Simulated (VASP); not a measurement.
Write the native input for VASP 6.6.1 that does the following.

```
Task                    : density of states
Functional              : PBE
Potentials or basis     : VASP PAW PBE potentials, release 64 (Nd)
Cutoff                  : 520 eV
k mesh                  : 14 × 14 × 14
Occupations             : gaussian, width 0.05 eV
Spin                    : collinear spin, ferromagnetic start
Starting moments        : [4.02] μB
Dipole correction       : no
k mesh for the DOS      : 21 × 21 × 21
Occupations for the DOS : tetrahedron
Further INCAR settings  : ALGO = Normal; EDIFF = 1e-06
```

Nd:

```xyz
1
Lattice="-2.0767 2.0767 2.0767 2.0767 -2.0767 2.0767 2.0767 2.0767 -2.0767" Properties=species:S:1:pos:R:3 pbc="T T T"
Nd    0.0000    0.0000    0.0000
```

The input as run:

POSCAR

```
Nd
1.0
   -2.0766577930      2.0766577930      2.0766577930
    2.0766577930     -2.0766577930      2.0766577930
    2.0766577930      2.0766577930     -2.0766577930
Nd
1
Direct
    0.0000000000      0.0000000000      0.0000000000
```

INCAR.step1

```
  PREC = Accurate
  ENCUT = 520
  EDIFF = 1E-6
  ISMEAR = 0
  SIGMA = 0.05
  LREAL = F
  LASPH = T
  NELM = 150
  ALGO = Normal
  ISIF = 2
  LWAVE = F
  LCHARG = T
  ISPIN = 2
  MAGMOM = 4.02
  LMAXMIX = 6
  GGA = PE
  NBANDS = 17
```

KPOINTS.step1

```
Automatic mesh
0
Gamma
  14 14 14
```

INCAR.step2

```
  PREC = Accurate
  ENCUT = 520
  EDIFF = 1E-6
  ISMEAR = -5
  SIGMA = 0.05
  LREAL = F
  LASPH = T
  NELM = 150
  ALGO = Normal
  ISIF = 2
  LWAVE = F
  LCHARG = F
  ISPIN = 2
  MAGMOM = 4.02
  LORBIT = 11
  LMAXMIX = 6
  GGA = PE
  NEDOS = 2001
  ICHARG = 11
```

KPOINTS.step2

```
Automatic mesh
0
Gamma
  21 21 21
```

Potentials or basis: VASP PAW PBE potentials, release 64 (Nd).

The run is started by

```bash
$ cat potpaw_PBE.64/Nd/POTCAR > POTCAR
$ cp INCAR.step1 INCAR
$ cp KPOINTS.step1 KPOINTS
$ mpirun -np 1 vasp_std > vasp.out
$ cp INCAR.step2 INCAR
$ cp KPOINTS.step2 KPOINTS
$ mpirun -np 1 vasp_std > vasp.out
```

It gave:

| Item | Value |
| --- | --- |
| Net moment | 3.94 μB per cell |
| Site moments | Nd +3.36 μB |
| Valence electrons inside the program's atomic spheres | Nd 11.24 |

Caveat: the magnetic or orbital state may not be the lowest; spin-orbit coupling is left out, which moves the levels of the heavy elements.

Wall time 3.4 min on 1 thread of Intel(R) Xeon(R) 6975P-C (Granite Rapids), on a shared host, peak memory 0.37 GiB.
